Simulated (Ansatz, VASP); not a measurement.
## CaF: VASP beside Ansatz

```xyz
2
Lattice="0.0000 2.5245 2.5245 2.5245 0.0000 2.5245 2.5245 2.5245 0.0000" Properties=species:S:1:pos:R:3 pbc="T T T"
Ca    0.0000    0.0000    0.0000
F     2.5245    2.5245    2.5245
```

Change from the starting cell: species swapped into the BaO type (Fm-3m, No. 225).

Alike in both runs: task single point; functional PBE; k mesh 6 × 6 × 6; occupations gaussian, width 0.1 eV; no spin polarisation.

|  | VASP | Ansatz |
| --- | --- | --- |
| version | VASP 6.6.1 | Ansatz 0.2.0 |
| potentials or method | VASP PAW PBE potentials, release 64 (Ca_sv, F), cutoff 600 eV | scalar-relativistic, plane waves, PAW |
| valence electrons in the cell | 17 | 17 |

Ansatz gave:

* gap on the k mesh at the Fermi level (eV): none
* pressure (GPa): 7.5

What did VASP give for the same quantities?

gap on the k mesh at the Fermi level (eV): none; pressure (GPa): 7.6.

A gap of «none» marks a metal or a gap that the smearing closes. With one functional, cell and mesh, what is left measures potentials, basis and numerics.
